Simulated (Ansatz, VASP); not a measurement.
Ti: VASP beside Ansatz

File INCAR:

```
SYSTEM = Ti
ALGO = Fast ; EDIFF = 1E-7
ENCUT = 520 ; GGA = PS
ISIF = 2 ; ISMEAR = 0
LASPH = .True. ; LCHARG = .False.
LREAL = .False. ; LWAVE = .False.
NBANDS = 12 ; NELM = 60
PREC = Accurate ; SIGMA = 0.15
```

The input KPOINTS:

```
k-points
0
Gamma
  22 22 22
  0 0 0
```

Contents of POSCAR:

```
Ti
1.0
   -1.5026486707      1.5026486707      2.0261714676
    1.5026486707     -1.5026486707      2.0261714676
    1.5026486707      1.5026486707     -2.0261714676
Ti
1
Direct
    0.0000000000      0.0000000000      0.0000000000
```

Input for Ansatz:

```yaml
crystal:
  lattice:
    - [-1.5026486707, 1.5026486707, 2.0261714676]
    - [1.5026486707, -1.5026486707, 2.0261714676]
    - [1.5026486707, 1.5026486707, -2.0261714676]
  atoms:
    - { symbol: Ti, position: [0.0, 0.0, 0.0] }
basis:
  ecutwfc: 520.0
kpoints:
  mp_grid: { grid: [22, 22, 22] }
hamiltonian:
  xc: pbesol
  pseudopotentials: { kind: paw, azcp: { folder: soft_1 } }
scf:
  occupations: { method: gaussian, width: 0.15 }
output:
  forces: true
  stress: true
  eigenvalues: true
```

Alike in both runs: task single point; functional PBEsol; k mesh 22 × 22 × 22; occupations gaussian, width 0.15 eV; no spin polarisation.

|  | VASP | Ansatz |
| --- | --- | --- |
| version | VASP 6.6.1 | Ansatz 0.2.0 |
| potentials or method | VASP PAW PBE potentials, release 64 (Ti_sv), cutoff 520 eV | scalar-relativistic, plane waves, PAW |
| valence electrons in the cell | 12 | 12 |

```tsv
	VASP	Ansatz	Ansatz less VASP
gap on the k mesh at the Fermi level (eV)	none	none	-
pressure (GPa)	-9.1	-9.0	+0.11
traceless stress, the component that is largest in VASP (GPa)	1.02	1.02	-0.001
```

VASP's potentials were made for PBE, not for PBEsol, and Ansatz warns of the same on its side. A gap of «none» marks a metal or a gap that the smearing closes.
